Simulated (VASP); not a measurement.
# PrW2I2 in VASP: further runs

Runs on PrW2I2. Level: PBE. Tasks: single point.

All numbers are computed with VASP 6.6.1; they aren't measurements. Logs are shortened: lines on timing, memory, paths and dates and some standing lists are left out, and cuts for length are marked.

## (1) The cell of the first run

The structure is hexagonal, space group P6/mmm (No. 191). The conventional cell has a = 5.367 Å, b = 5.367 Å, c = 5.378 Å, α = 90.00°, β = 90.00°, γ = 120.00°. Pr (site symmetry 6/mmm) has 6 I at 3.10 Å and 12 W at 4.10 Å within 4.2 Å. W (site symmetry -6m2) has 2 I at 2.69 Å and 3 W at 3.10 Å within 3.5 Å. I (site symmetry -6m2) has 2 W at 2.69 Å and 3 I at 3.10 Å and 3 Pr at 3.10 Å within 3.5 Å.

The cell was built from a structure type or drawn by symmetry, and may not be a known phase.

## (2) Single point, PBE

The input, INCAR:

```
PREC     = Accurate       # precision mode
ENCUT    = 500            # plane-wave cutoff, eV
EDIFF    = 1E-6           # SCF threshold, eV
ISMEAR   = 0              # smearing method
SIGMA    = 0.2            # smearing width, eV
LREAL    = False          # projectors in reciprocal space
LASPH    = True           # aspherical terms in the spheres
NELM     = 200            # most SCF steps
ALGO     = Normal         # electronic algorithm
ISIF     = 2              # what is computed and relaxed
LWAVE    = False          # write WAVECAR
LCHARG   = False          # write CHGCAR
GGA      = PE             # functional
NBANDS   = 34             # bands
GGA_COMPAT= False        
LMAXMIX  = 6              # l up to which the mixer works
```

The input, KPOINTS:

```
Automatic mesh
0
Gamma
  3 3 3
```

The input, POSCAR:

```
PrW2I2
1.0
    5.3668900348      0.0000000025      0.0000000000
   -2.6834450196      4.6478631082      0.0000000000
    0.0000000000      0.0000000000      5.3778971455
Pr W I
1 2 2
Direct
    0.0000000000      0.0000000000      0.5000000000
    0.3333333333      0.6666666667      0.0000000000
    0.6666666667      0.3333333333      0.0000000000
    0.3333333333      0.6666666667      0.5000000000
    0.6666666667      0.3333333333      0.5000000000
```

Potentials or basis: VASP PAW PBE potentials, release 64 (Pr_3, W_sv, I), 4f in core.

Command:

```sh
$ cat potpaw_PBE.64/Pr_3/POTCAR potpaw_PBE.64/W_sv/POTCAR potpaw_PBE.64/I/POTCAR > POTCAR
$ mpirun -np 1 vasp_std > vasp.out
```

OUTCAR:

```text
PREC = Accurate
   ENCUT = 500
   EDIFF = 1E-6
   ISMEAR = 0
   LREAL = False
   LASPH = True
   NELM = 200
   ISIF = 2
   GGA = PE

 ion  position               nearest neighbor table
   1  0.000  0.000  0.500-   4 3.10   5 3.10   5 3.10   4 3.10   5 3.10   4 3.10
   2  0.333  0.667  0.000-   4 2.69   4 2.69   3 3.10   3 3.10   3 3.10
   3  0.667  0.333  0.000-   5 2.69   5 2.69   2 3.10   2 3.10   2 3.10
   4  0.333  0.667  0.500-   2 2.69   2 2.69   5 3.10   5 3.10   1 3.10   1 3.10   1 3.10   5 3.10

   5  0.667  0.333  0.500-   3 2.69   3 2.69   4 3.10   4 3.10   1 3.10   1 3.10   1 3.10   4 3.10

  LATTYP: Found a hexagonal cell.
 ALAT       =     5.3668900348
 C/A-ratio  =     1.0020509291

  Lattice vectors:

 A1 = (   5.3668900348,   0.0000000025,   0.0000000000)
 A2 = (  -2.6834450196,   4.6478631082,   0.0000000000)
 A3 = (   0.0000000000,   0.0000000000,   5.3778971455)

Analysis of symmetry for initial positions (statically):
=====================================================================
 Subroutine PRICEL returns:
 Original cell was already a primitive cell.

 Routine SETGRP: Setting up the symmetry group for a
 hexagonal supercell.

 Subroutine GETGRP returns: Found 24 space group operations
 (whereof 24 operations were pure point group operations)
 out of a pool of 24 trial point group operations.

The static configuration has the point symmetry D_6h.

Analysis of symmetry for dynamics (positions and initial velocities):
=====================================================================
 Subroutine PRICEL returns:
 Original cell was already a primitive cell.

 Routine SETGRP: Setting up the symmetry group for a
 hexagonal supercell.

 Subroutine GETGRP returns: Found 24 space group operations
 (whereof 24 operations were pure point group operations)
 out of a pool of 24 trial point group operations.

The dynamic configuration has the point symmetry D_6h.

 Subroutine INISYM returns: Found 24 space group operations
 (whereof 24 operations are pure point group operations),
 and found     1 'primitive' translations

----------------------------------------------------------------------------------------

                                     Primitive cell

  volume of cell :     134.1493

  direct lattice vectors                    reciprocal lattice vectors
     5.366890035  0.000000003  0.000000000     0.186327648  0.107576318  0.000000000
    -2.683445020  4.647863108  0.000000000    -0.000000000  0.215152636  0.000000000
     0.000000000  0.000000000  5.377897146     0.000000000  0.000000000  0.185946286

  length of vectors
     5.366890035  5.366890035  5.377897146     0.215152636  0.215152636  0.185946286

  position of ions in fractional coordinates (direct lattice)
     0.000000000  0.000000000  0.500000000
     0.333333333  0.666666667  0.000000000
     0.666666667  0.333333333  0.000000000
     0.333333333  0.666666667  0.500000000
     0.666666667  0.333333333  0.500000000

  ion indices of the primitive-cell ions
   primitive index   ion index
                 1           1
                 2           2
                 3           3
                 4           4
                 5           5

----------------------------------------------------------------------------------------

 KPOINTS: Automatic mesh

Automatic generation of k-mesh.
 Grid dimensions read from file:
 generate k-points for:    3    3    3

 Generating k-lattice:

  Cartesian coordinates                     Fractional coordinates (reciprocal lattice)
     0.062109216  0.035858773  0.000000000     0.333333333 -0.000000000  0.000000000
    -0.000000000  0.071717545  0.000000000    -0.000000000  0.333333333  0.000000000
     0.000000000  0.000000000  0.061982095     0.000000000  0.000000000  0.333333333

  Length of vectors
     0.071717545  0.071717545  0.061982095

  Shift w.r.t. Gamma in fractional coordinates (k-lattice)
     0.000000000  0.000000000  0.000000000

 Subroutine IBZKPT returns following result:
 ===========================================

 Found      6 irreducible k-points:

 Following reciprocal coordinates:
            Coordinates               Weight
  0.000000  0.000000  0.000000      1.000000
  0.333333 -0.000000  0.000000      6.000000
  0.333333  0.333333  0.000000      2.000000
  0.000000  0.000000  0.333333      2.000000
  0.333333 -0.000000  0.333333     12.000000
  0.333333  0.333333  0.333333      4.000000
   k-points           NKPTS =      6   k-points in BZ     NKDIM =      6   number of bands    NBANDS=     34
   number of dos      NEDOS =    301   number of ions     NIONS =      5
   total plane-waves  NPLWV =  64000
   dimension x,y,z NGX =    40 NGY =   40 NGZ =   40
   dimension x,y,z NGXF=    80 NGYF=   80 NGZF=   80
   ions per type =               1   2   2
   NGX,Y,Z   is equivalent  to a cutoff of  12.39, 12.39, 12.37 a.u.
   NGXF,Y,Z  is equivalent  to a cutoff of  24.78, 24.78, 24.73 a.u.
 SYSTEM =  unknown system
   PREC   = accura    normal or accurate (medium, high low for compatibility)
   ISTART =      0    job   : 0-new  1-cont  2-samecut
   ICHARG =      2    charge: 1-file 2-atom 10-const
   ISPIN  =      1    spin polarized calculation?
   LNONCOLLINEAR =      F non collinear calculations
   LSORBIT =      F    spin-orbit coupling
   LASPH  =      T    aspherical Exc in radial PAW
   ENCUT  =  500.0 eV  36.75 Ry    6.06 a.u.   9.79  9.79  9.81*2*pi/ulx,y,z
   NELM   =    200;   NELMIN=  2; NELMDL= -5     # of ELM steps
   EDIFF  = 0.1E-05   stopping-criterion for ELM
   LREAL  =      F    real-space projection
   EDIFFG = 0.1E-04   stopping-criterion for IOM
   NSW    =      0    number of steps for IOM
   IBRION =     -1    ionic relax: 0-MD 1-quasi-New 2-CG
   NFREE  =      0    steps in history (QN), initial steepest desc. (CG)
   ISIF   =      2    stress and relaxation
   ISYM   =      2    0-nonsym 1-usesym 2-fastsym
   POTIM  = 0.5000    time-step for ionic-motion
   TEBEG  =    0.0;   TEEND  =   0.0 temperature during run
   PSTRESS=    0.0 pullay stress
   NELECT =      53.0000    total number of electrons
   NUPDOWN=      -1.0000    fix difference up-down
   EMIN   =  10.00;   EMAX   =-10.00  energy-range for DOS
   EFERMI =   0.00;   METHOD = LEGACY
   ISMEAR =     0;   SIGMA  =   0.20  broadening in eV -4-tet -1-fermi 0-gaus
   EFERMI_NEDOS =   21; number of points for ismear=-14 and -15
   IALGO  =     38    algorithm
   IMIX   =      4    mixing-type and parameters
     AMIX     =   0.40;   BMIX     =  1.00
     AMIX_MAG =   1.60;   BMIX_MAG =  1.00
  volume/ion in A,a.u.               =      26.83       181.06
  Fermi-wavevector in a.u.,A,eV,Ry     =   1.201261  2.270054 19.633579  1.443027
  Thomas-Fermi vector in A             =   2.337074
   LORBIT       =      0    0 simple, 1 ext, 2 COOP (PROOUT), +10 PAW based schemes
   GGA     = PE    functional components
   LHFCALC =     F    Hartree Fock is set to
   AEXX    =    0.0000 exact exchange contribution
   IVDW    =     0    specifies the selected vdW correction
   LEPSILON=     F    determine dielectric tensor
   LRPA    =     F    only Hartree local field effects (RPA)
 non-spin polarized calculation
 Gauss-broadening in eV      SIGMA  =   0.20
  energy-cutoff  :      500.00
  volume of cell :      134.15
 maximum number of plane-waves:      3413
 NGX is ok and might be reduce to    40
   NGX = 19   NGY = 19   NGZ = 19

 number of electron      52.9999999 magnetization

 Free energy of the ion-electron system (eV)
  ---------------------------------------------------
  ext. energy  EPLUGINS =         0.00000000
  ---------------------------------------------------
  free energy    TOTEN  =       -27.49781166 eV

  energy without entropy =      -27.39965305  energy(sigma->0) =      -27.44873235

 E-fermi :   7.1435     XC(G=0): -10.4997

 val. band max:        7.0804502613   @ k =   0.3333  -0.0000   0.0000
 cond. band min:       7.2513666213   @ k =   0.0000   0.0000   0.0000
 fundamental gap:      0.1709163600
 Fermi energy:         7.1435459614

 k-point     1 :       0.0000    0.0000    0.0000
  band No.  band energies     occupation
      1     -66.9834      2.00000
      2     -66.9672      2.00000
      3     -31.4105      2.00000
      4     -31.3738      2.00000
      5     -31.0738      2.00000
      6     -31.0738      2.00000
[... 26 lines left out ...]
     33       9.6719      0.00000
     34       9.8718      0.00000

 k-point     2 :       0.3333   -0.0000    0.0000
  band No.  band energies     occupation
      1     -66.9800      2.00000
      2     -66.9707      2.00000
      3     -31.4028      2.00000
      4     -31.3816      2.00000
      5     -31.0826      2.00000
      6     -31.0446      2.00000
[... 26 lines left out ...]
     33       9.6647      0.00000
     34       9.8910      0.00000

 k-point     3 :       0.3333    0.3333    0.0000
  band No.  band energies     occupation
      1     -66.9753      2.00000
      2     -66.9753      2.00000
      3     -31.3922      2.00000
      4     -31.3922      2.00000
      5     -31.0913      2.00000
      6     -30.9907      2.00000
[... 26 lines left out ...]
     33       9.2728      0.00000
     34       9.2730      0.00000

 k-point     4 :       0.0000    0.0000    0.3333
  band No.  band energies     occupation
      1     -66.9835      2.00000
      2     -66.9673      2.00000
      3     -31.4100      2.00000
      4     -31.3727      2.00000
      5     -31.0737      2.00000
      6     -31.0737      2.00000
[... 26 lines left out ...]
     33      10.6935      0.00000
     34      10.7590      0.00000

 k-point     5 :       0.3333   -0.0000    0.3333
  band No.  band energies     occupation
      1     -66.9800      2.00000
      2     -66.9707      2.00000
      3     -31.4020      2.00000
      4     -31.3806      2.00000
      5     -31.0825      2.00000
      6     -31.0444      2.00000
[... 26 lines left out ...]
     33      10.0634      0.00000
     34      10.3009      0.00000

 k-point     6 :       0.3333    0.3333    0.3333
  band No.  band energies     occupation
      1     -66.9754      2.00000
      2     -66.9754      2.00000
      3     -31.3913      2.00000
      4     -31.3913      2.00000
      5     -31.0911      2.00000
      6     -30.9905      2.00000
[... 26 lines left out ...]
     33       9.4422      0.00000
     34       9.8522      0.00000

------------------------ aborting loop because EDIFF is reached ----------------------------------------

  FORCE on cell =-STRESS in cart. coord.  units (eV):
  Direction    XX          YY          ZZ          XY          YZ          ZX
  --------------------------------------------------------------------------------------
  -------------------------------------------------------------------------------------
  Total        0.0413908      0.0413908      0.1024690     -0.0000000      0.0000000     -0.0000000
  in kB        0.4943402      0.4943402      1.2238112     -0.0000000      0.0000000     -0.0000000
  external PRESSURE =       0.7374972 kB  Pullay stress =       0.0000000 kB

 VOLUME and BASIS-vectors are now :
 -----------------------------------------------------------------------------
  energy-cutoff  :      500.00
  volume of cell :      134.15
      direct lattice vectors                 reciprocal lattice vectors
     5.366890035  0.000000003  0.000000000     0.186327648  0.107576318  0.000000000
    -2.683445020  4.647863108  0.000000000    -0.000000000  0.215152636  0.000000000
     0.000000000  0.000000000  5.377897146     0.000000000  0.000000000  0.185946286

 POSITION                                       TOTAL-FORCE (eV/Angst)
 -----------------------------------------------------------------------------------
      0.00000      0.00000      2.68895        -0.000000     -0.000000     -0.000000
     -0.00000      3.09858      0.00000         0.000000     -0.000000      0.000000
      2.68345      1.54929      0.00000        -0.000000      0.000000     -0.000000
     -0.00000      3.09858      2.68895         0.000000     -0.000000      0.000000
      2.68345      1.54929      2.68895        -0.000000      0.000000     -0.000000
 -----------------------------------------------------------------------------------
    total drift:                                0.000000     -0.000000     -0.000000

  FREE ENERGIE OF THE ION-ELECTRON SYSTEM (eV)
  ---------------------------------------------------
  free  energy   TOTEN  =       -27.4978116561 eV

  energy  without entropy=      -27.3996530472  energy(sigma->0) =      -27.44873235
```

Run time: 18 s. Hardware: 1 thread of AMD EPYC 9R45 (Zen 5), shared host; peak memory 0.22 GiB.

What came out:

| Property | Result |
| --- | --- |
| Free energy | -27.4978 eV |
| Pressure | 0.1 GPa |
| Band gap on the k mesh | zero (an odd number of electrons rules out a gap without spin polarisation) |

Levels at points of the mesh, in eV from the Fermi level:
| k point | band 24 | band 25 | band 26 | band 27 | band 28 | band 29 | band 30 | band 31 |
| --- | --- | --- | --- | --- | --- | --- | --- | --- |
| (0.00, 0.00, 0.00) | -0.61 | -0.49 | -0.49 | -0.15 | -0.15 | 0.11 | 0.11 | 0.69 |

Caveat: the k points lie up to 0.45 Å⁻¹ apart, too coarse for converged energies and pressures of a metal; spin-orbit coupling is left out, which moves the levels of the heavy elements; the 4f electrons are frozen in the core, so they carry no moment and show no levels; an odd number of electrons without spin polarisation forces a metal; a magnetic or distorted state may lie lower; the run has no spin polarisation, though such a crystal can be magnetic.

## (3) Single point, PBE

This run uses another cell than the first one, of 39.32 Å³/atom.

The input, INCAR:

```
SYSTEM = PrW2I2
  PREC = Accurate
  ENCUT = 500
  EDIFF = 1E-6
  ISMEAR = 0
  SIGMA = 0.2
  LREAL = .FALSE.
  LASPH = .TRUE.
  NELM = 200
  ALGO = Normal
  ISIF = 2
  LWAVE = .FALSE.
  LCHARG = .FALSE.
  GGA = PE
  NBANDS = 34
  GGA_COMPAT = .FALSE.
  LMAXMIX = 6
```

The input, KPOINTS:

```
regular mesh
0
G
  4 4 2
  0 0 0
```

The input, POSCAR:

```
PrW2I2
1.0
    5.3988752457      0.0000000000      0.0000000000
   -2.6994376229      4.6755631147      0.0000000000
    0.0000000000      0.0000000000      7.7878197122
Pr W I
1 2 2
Direct
    0.0000000000      0.0000000000      0.5000000000
    0.0000000000      0.0000000000      0.8511789716
    0.0000000000      0.0000000000      0.1488210284
    0.3333333333      0.6666666667      0.0000000000
    0.6666666667      0.3333333333      0.0000000000
```

Potentials or basis: VASP PAW PBE potentials, release 64 (Pr_3, W_sv, I), 4f in core.

Command:

```sh
$ cat potpaw_PBE.64/Pr_3/POTCAR potpaw_PBE.64/W_sv/POTCAR potpaw_PBE.64/I/POTCAR > POTCAR
$ mpirun -np 1 vasp_std > vasp.out
```

It took 37 s on 1 thread of AMD EPYC 9R45 (Zen 5), shared host; peak memory 0.28 GiB.

It converged, with:

| Property | Result |
| --- | --- |
| Free energy | -22.8693 eV |
| Pressure | 0.3 GPa |
| Largest force | 0.144 eV/Å |
| Band gap on the k mesh | zero (an odd number of electrons rules out a gap without spin polarisation) |

Forces on the atoms (eV/Å):
```
Pr   0.000  0.000  0.000
W    0.000  0.000 -0.144
W    0.000  0.000  0.144
I    0.000  0.000  0.000
I    0.000  0.000  0.000
```

Stress tensor (GPa, compression positive):
```
0.11 0.00 0.00
0.00 0.11 0.00
0.00 0.00 0.62
```

Levels at points of the mesh, in eV from the Fermi level:
```tsv
k point	band 24	band 25	band 26	band 27	band 28	band 29
(0.00, 0.00, 0.00)	-0.78	-0.41	-0.41	-0.23	-0.23	0.08
(0.50, 0.00, 0.00)	-0.84	-0.56	-0.48	-0.45	-0.12	0.22
(0.00, 0.00, 0.50)	-1.07	-0.89	-0.40	-0.40	-0.12	0.53
(0.50, 0.00, 0.50)	-1.13	-0.70	0.05	0.13	0.49	0.56
```

Caveat: the k points lie up to 0.40 Å⁻¹ apart, too coarse for converged energies and pressures of a metal; spin-orbit coupling is left out, which moves the levels of the heavy elements; the 4f electrons are frozen in the core, so they carry no moment and show no levels; an odd number of electrons without spin polarisation forces a metal; a magnetic or distorted state may lie lower; the run has no spin polarisation, though such a crystal can be magnetic.

[end of part 1 of 2]
